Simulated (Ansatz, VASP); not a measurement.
## One calculation of TiC, two programs

```
Ti C
1.0
     0.00000    2.15930    2.15930
     2.15930    0.00000    2.15930
     2.15930    2.15930    0.00000
Ti C
1 1
Direct
  0.00000 0.00000 0.00000
  0.50000 0.50000 0.50000
```

Alike in both runs: task single point; functional PBE; k mesh 6 × 6 × 6; occupations fermi-dirac, width 0.15 eV; no spin polarisation.

|  | VASP | Ansatz |
| --- | --- | --- |
| version | VASP 6.6.1 | Ansatz 0.2.0 |
| potentials or method | VASP PAW PBE potentials, release 64 (Ti_sv, C), cutoff 600 eV | plane waves, PAW |
| valence electrons in the cell | 16 | 16 |

Ansatz gave:

* pressure (GPa): 2.6

Problem. What did VASP give for the same quantities?

Solution. Pressure (GPa): 2.7.

The functional is the same, so the differences come from potentials, cutoffs and numerics.

The k mesh is coarse, so the values compare programs but aren't converged.
